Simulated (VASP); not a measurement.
# Rh (Fm-3m) in VASP: further runs

Runs on Rh. Level: r2SCAN. Tasks: single point.

All numbers are computed with VASP 6.6.1; they aren't measurements. Logs are shortened: lines on timing, memory, paths and dates and some standing lists are left out, and cuts for length are marked.

### Step 1. The cell of the first run

It takes space group Fm-3m (No. 225, cubic). The conventional cell has a = 3.766 Å, b = 3.766 Å, c = 3.766 Å, α = 90.00°, β = 90.00°, γ = 90.00°. Rh (site symmetry m-3m) has 12 Rh at 2.66 Å within 3.5 Å.

### Step 2. Single point, r2SCAN

POSCAR reads:

```
Rh
1.0
    0.0000000000      1.8829745599      1.8829745599
    1.8829745599      0.0000000000      1.8829745599
    1.8829745599      1.8829745599      0.0000000000
Rh
1
Direct
    0.0000000000      0.0000000000      0.0000000000
```

INCAR.step1 reads:

```
PREC = Accurate
ENCUT = 520
ISMEAR = -1
SIGMA = 0.1
LREAL = F
LASPH = T
NELM = 60
NBANDS = 14
GGA = PE
ALGO = Normal
EDIFF = 1E-4
LWAVE = T
LCHARG = F
```

INCAR.step2 reads:

```
PREC = Accurate
ENCUT = 520
EDIFF = 1E-6
ISMEAR = -1
SIGMA = 0.1
LREAL = F
LASPH = T
NELM = 60
ALGO = Normal
ISIF = 2
LWAVE = F
LCHARG = F
METAGGA = R2SCAN
LMIXTAU = T
NBANDS = 14
ISTART = 1
```

KPOINTS reads:

```
regular mesh
0
Gamma
  15 15 15
```

Potentials or basis: VASP PAW PBE potentials, release 64 (Rh_pv).

On the command line:

```sh
$ cat potpaw_PBE.64/Rh_pv/POTCAR > POTCAR
$ cp INCAR.step1 INCAR
$ mpirun -np 1 vasp_std > vasp.out
$ cp INCAR.step2 INCAR
$ mpirun -np 1 vasp_std > vasp.out
```

OUTCAR:

```text
PREC = Accurate
   ENCUT = 520
   EDIFF = 1E-6
   ISMEAR = -1
   LREAL = F
   LASPH = T
   NELM = 60
   ISIF = 2
   METAGGA = R2SCAN
   ISTART = 1

 ion  position               nearest neighbor table
   1  0.000  0.000  0.000-

  LATTYP: Found a face centered cubic cell.
 ALAT       =     3.7659491198

  Lattice vectors:

 A1 = (   0.0000000000,   1.8829745599,   1.8829745599)
 A2 = (   1.8829745599,   0.0000000000,   1.8829745599)
 A3 = (   1.8829745599,   1.8829745599,   0.0000000000)

Analysis of symmetry for initial positions (statically):
=====================================================================
 Subroutine PRICEL returns:
 Original cell was already a primitive cell.

 Routine SETGRP: Setting up the symmetry group for a
 face centered cubic supercell.

 Subroutine GETGRP returns: Found 48 space group operations
 (whereof 48 operations were pure point group operations)
 out of a pool of 48 trial point group operations.

The static configuration has the point symmetry O_h .

Analysis of symmetry for dynamics (positions and initial velocities):
=====================================================================
 Subroutine PRICEL returns:
 Original cell was already a primitive cell.

 Routine SETGRP: Setting up the symmetry group for a
 face centered cubic supercell.

 Subroutine GETGRP returns: Found 48 space group operations
 (whereof 48 operations were pure point group operations)
 out of a pool of 48 trial point group operations.

The dynamic configuration has the point symmetry O_h .

 Subroutine INISYM returns: Found 48 space group operations
 (whereof 48 operations are pure point group operations),
 and found     1 'primitive' translations

----------------------------------------------------------------------------------------

                                     Primitive cell

  volume of cell :      13.3525

  direct lattice vectors                    reciprocal lattice vectors
     0.000000000  1.882974560  1.882974560    -0.265537310  0.265537310  0.265537310
     1.882974560  0.000000000  1.882974560     0.265537310 -0.265537310  0.265537310
     1.882974560  1.882974560  0.000000000     0.265537310  0.265537310 -0.265537310

  length of vectors
     2.662928160  2.662928160  2.662928160     0.459924113  0.459924113  0.459924113

  position of ions in fractional coordinates (direct lattice)
     0.000000000  0.000000000  0.000000000

  ion indices of the primitive-cell ions
   primitive index   ion index
                 1           1

----------------------------------------------------------------------------------------

 KPOINTS: regular mesh

Automatic generation of k-mesh.
 Grid dimensions read from file:
 generate k-points for:   15   15   15

 Generating k-lattice:

  Cartesian coordinates                     Fractional coordinates (reciprocal lattice)
    -0.017702487  0.017702487  0.017702487     0.066666667  0.000000000  0.000000000
     0.017702487 -0.017702487  0.017702487     0.000000000  0.066666667  0.000000000
     0.017702487  0.017702487 -0.017702487     0.000000000  0.000000000  0.066666667

  Length of vectors
     0.030661608  0.030661608  0.030661608

  Shift w.r.t. Gamma in fractional coordinates (k-lattice)
     0.000000000  0.000000000  0.000000000

 Subroutine IBZKPT returns following result:
 ===========================================

 Found    120 irreducible k-points:

 Following reciprocal coordinates:
            Coordinates               Weight
  0.000000  0.000000  0.000000      1.000000
  0.066667  0.000000  0.000000      8.000000
  0.133333  0.000000  0.000000      8.000000
  0.200000  0.000000  0.000000      8.000000
  0.266667  0.000000  0.000000      8.000000
  0.333333  0.000000  0.000000      8.000000
[... 16 lines left out ...]
  0.133333  0.133333  0.000000      6.000000
  0.200000  0.133333  0.000000     24.000000
 [... further k-points ...]
   k-points           NKPTS =    120   k-points in BZ     NKDIM =    120   number of bands    NBANDS=     14
   number of dos      NEDOS =    301   number of ions     NIONS =      1
   total plane-waves  NPLWV =   8000
   dimension x,y,z NGX =    20 NGY =   20 NGZ =   20
   dimension x,y,z NGXF=    40 NGYF=   40 NGZF=   40
   ions per type =               1
   NGX,Y,Z   is equivalent  to a cutoff of  12.49, 12.49, 12.49 a.u.
   NGXF,Y,Z  is equivalent  to a cutoff of  24.97, 24.97, 24.97 a.u.
 SYSTEM =  unknown system
   PREC   = accura    normal or accurate (medium, high low for compatibility)
   ISTART =      1    job   : 0-new  1-cont  2-samecut
   ICHARG =      0    charge: 1-file 2-atom 10-const
   ISPIN  =      1    spin polarized calculation?
   LNONCOLLINEAR =      F non collinear calculations
   LSORBIT =      F    spin-orbit coupling
   LASPH  =      T    aspherical Exc in radial PAW
   ENCUT  =  520.0 eV  38.22 Ry    6.18 a.u.   4.95  4.95  4.95*2*pi/ulx,y,z
   NELM   =     60;   NELMIN=  2; NELMDL=  0     # of ELM steps
   EDIFF  = 0.1E-05   stopping-criterion for ELM
   LREAL  =      F    real-space projection
   EDIFFG = 0.1E-04   stopping-criterion for IOM
   NSW    =      0    number of steps for IOM
   IBRION =     -1    ionic relax: 0-MD 1-quasi-New 2-CG
   NFREE  =      0    steps in history (QN), initial steepest desc. (CG)
   ISIF   =      2    stress and relaxation
   ISYM   =      2    0-nonsym 1-usesym 2-fastsym
   POTIM  = 0.5000    time-step for ionic-motion
   TEBEG  =    0.0;   TEEND  =   0.0 temperature during run
   PSTRESS=    0.0 pullay stress
   NELECT =      15.0000    total number of electrons
   NUPDOWN=      -1.0000    fix difference up-down
   EMIN   =  10.00;   EMAX   =-10.00  energy-range for DOS
   EFERMI =   0.00;   METHOD = LEGACY
   ISMEAR =    -1;   SIGMA  =   0.10  broadening in eV -4-tet -1-fermi 0-gaus
   EFERMI_NEDOS =   21; number of points for ismear=-14 and -15
   IALGO  =     38    algorithm
   IMIX   =      4    mixing-type and parameters
     AMIX     =   0.40;   BMIX     =  1.00
     AMIX_MAG =   1.60;   BMIX_MAG =  1.00
  volume/ion in A,a.u.               =      13.35        90.11
  Fermi-wavevector in a.u.,A,eV,Ry     =   1.701835  3.216002 39.405772  2.896243
  Thomas-Fermi vector in A             =   2.781715
   LORBIT       =      0    0 simple, 1 ext, 2 COOP (PROOUT), +10 PAW based schemes
   METAGGA = R2SCAN    functional components
   LHFCALC =     F    Hartree Fock is set to
   AEXX    =    0.0000 exact exchange contribution
   IVDW    =     0    specifies the selected vdW correction
   LEPSILON=     F    determine dielectric tensor
   LRPA    =     F    only Hartree local field effects (RPA)
 non-spin polarized calculation
  energy-cutoff  :      520.00
  volume of cell :       13.35
 maximum number of plane-waves:       370
   NGX =  9   NGY =  9   NGZ =  9

 number of electron      15.0000004 magnetization

 Free energy of the ion-electron system (eV)
  ---------------------------------------------------
  ext. energy  EPLUGINS =         0.00000000
  ---------------------------------------------------
  free energy    TOTEN  =       -24.14475976 eV

  energy without entropy =      -24.10501027  energy(sigma->0) =      -24.12488502

 E-fermi :  12.2734     XC(G=0): -15.4273

 val. band max:       12.2702722430   @ k =  -0.4667   0.4000   0.0000
 cond. band min:      12.2743625860   @ k =   0.3333   0.1333   0.0000
 fundamental gap:      0.0040903431
 Fermi energy:        12.2733708520

 k-point     1 :       0.0000    0.0000    0.0000
  band No.  band energies     occupation
      1     -35.5646      2.00000
      2     -35.5646      2.00000
      3     -35.5646      2.00000
      4       3.8743      2.00000
      5       8.9567      2.00000
      6       8.9567      2.00000
      7       8.9567      2.00000
      8      11.1603      1.99997
      9      11.1603      1.99997
     10      28.9698      0.00000
     11      29.6185      0.00000
     12      34.8956      0.00000
     13      34.8956      0.00000
     14      34.8956      0.00000

 k-point     2 :       0.0667    0.0000    0.0000
  band No.  band energies     occupation
      1     -35.6036      2.00000
      2     -35.5698      2.00000
      3     -35.5698      2.00000
      4       4.0667      2.00000
      5       8.8704      2.00000
      6       9.0321      2.00000
      7       9.0321      2.00000
      8      11.1182      1.99998
      9      11.1182      1.99998
     10      29.2519      0.00000
     11      29.6185      0.00000
     12      33.9035      0.00000
     13      35.1789      0.00000
     14      35.1789      0.00000

 k-point     3 :       0.1333    0.0000    0.0000
  band No.  band energies     occupation
      1     -35.7134      2.00000
      2     -35.5845      2.00000
      3     -35.5845      2.00000
      4       4.6029      2.00000
      5       8.6775      2.00000
      6       9.2129      2.00000
      7       9.2129      2.00000
      8      11.0472      1.99999
      9      11.0472      1.99999
     10      29.6183      0.00000
     11      29.9643      0.00000
     12      31.9936      0.00000
     13      35.9898      0.00000
     14      35.9898      0.00000
[... 324 lines left out ...]
 k-point    23 :       0.1333    0.1333    0.0000
  band No.  band energies     occupation
      1     -35.7089      2.00000
      2     -35.6178      2.00000
      3     -35.6178      2.00000
      4       4.8495      2.00000
      5       8.3169      2.00000
      6       9.4826      2.00000
      7       9.4826      2.00000
      8      10.5146      2.00000
      9      11.4103      1.99964
     10      29.6181      0.00000
     11      30.4134      0.00000
     12      33.0064      0.00000
     13      34.8343      0.00000
     14      34.8343      0.00000

 k-point    24 :       0.2000    0.1333    0.0000
  band No.  band energies     occupation
      1     -35.8129      2.00000
      2     -35.6448      2.00000
      3     -35.6376      2.00000
      4       5.4181      2.00000
      5       8.0405      2.00000
      6       9.6430      2.00000
      7       9.7359      2.00000
      8      10.4405      2.00000
      9      11.5503      1.99855
     10      29.6179      0.00000
     11      31.1248      0.00000
     12      31.7394      0.00000
     13      34.7116      0.00000
     14      35.2203      0.00000

 [... further k-points ...]

------------------------ aborting loop because EDIFF is reached ----------------------------------------

  FORCE on cell =-STRESS in cart. coord.  units (eV):
  Direction    XX          YY          ZZ          XY          YZ          ZX
  --------------------------------------------------------------------------------------
  -------------------------------------------------------------------------------------
  Total        0.8204828      0.8204828      0.8204828      0.0000000     -0.0000000     -0.0000000
  in kB       98.4502291     98.4502291     98.4502291      0.0000000     -0.0000000     -0.0000000
  external PRESSURE =      98.4502291 kB  Pullay stress =       0.0000000 kB

 VOLUME and BASIS-vectors are now :
 -----------------------------------------------------------------------------
  energy-cutoff  :      520.00
  volume of cell :       13.35
      direct lattice vectors                 reciprocal lattice vectors
     0.000000000  1.882974560  1.882974560    -0.265537310  0.265537310  0.265537310
     1.882974560  0.000000000  1.882974560     0.265537310 -0.265537310  0.265537310
     1.882974560  1.882974560  0.000000000     0.265537310  0.265537310 -0.265537310

 POSITION                                       TOTAL-FORCE (eV/Angst)
 -----------------------------------------------------------------------------------
      0.00000      0.00000      0.00000        -0.000000     -0.000000     -0.000000
 -----------------------------------------------------------------------------------
    total drift:                               -0.000000     -0.000000     -0.000000

  FREE ENERGIE OF THE ION-ELECTRON SYSTEM (eV)
  ---------------------------------------------------
  free  energy   TOTEN  =       -24.1447597650 eV

  energy  without entropy=      -24.1050102671  energy(sigma->0) =      -24.12488502
```

Run time: 2.5 min. Hardware: 1 thread of AMD EPYC 7R13, shared host; peak memory 0.11 GiB.

Results:

```
Free energy : -24.1448 eV
Pressure    : 9.8 GPa
```

Caveat: the PAW data sets were made with another functional, which shifts forces and pressure a little.

### Step 3. Single point, r2SCAN

This run uses another cell than the first one, of 13.77 Å³/atom, 1.032 times its volume.

POSCAR reads:

```
Rh
1.0
    0.0000000000      1.9025902899      1.9025902899
    1.9025902899      0.0000000000      1.9025902899
    1.9025902899      1.9025902899      0.0000000000
Rh
1
Direct
    0.0000000000      0.0000000000      0.0000000000
```

INCAR.step1 reads:

```
PREC = Accurate ; ENCUT = 520
ISMEAR = -1 ; SIGMA = 0.1
LREAL = False ; LASPH = True
NELM = 60 ; NBANDS = 14
GGA = PE ; ALGO = Normal
EDIFF = 1E-4 ; LWAVE = True
LCHARG = False
```

INCAR.step2 reads:

```
PREC = Accurate ; ENCUT = 520
EDIFF = 1E-6 ; ISMEAR = -1
SIGMA = 0.1 ; LREAL = False
LASPH = True ; NELM = 60
ALGO = Normal ; ISIF = 2
LWAVE = False ; LCHARG = False
METAGGA = R2SCAN ; LMIXTAU = True
NBANDS = 14 ; ISTART = 1
```

KPOINTS reads:

```
Automatic mesh
0
Gamma
  15 15 15
```

Potentials or basis: VASP PAW PBE potentials, release 64 (Rh_pv).

On the command line:

```sh
$ cat potpaw_PBE.64/Rh_pv/POTCAR > POTCAR
$ cp INCAR.step1 INCAR
$ mpirun -np 1 vasp_std > vasp.out
$ cp INCAR.step2 INCAR
$ mpirun -np 1 vasp_std > vasp.out
```

It took 2.5 min on 1 thread of AMD EPYC 7R13, shared host; peak memory 0.11 GiB.

The run converged. Its results:

```
Free energy : -24.1581 eV
Pressure    : 0.3 GPa
```

Levels at points of the mesh, in eV from the Fermi level:
| k point | band 5 | band 6 | band 7 | band 8 | band 9 | band 10 |
| --- | --- | --- | --- | --- | --- | --- |
| (0.00, 0.00, 0.00) | -3.16 | -3.16 | -3.16 | -1.06 | -1.06 | 16.73 |

Caveat: the PAW data sets were made with another functional, which shifts forces and pressure a little.
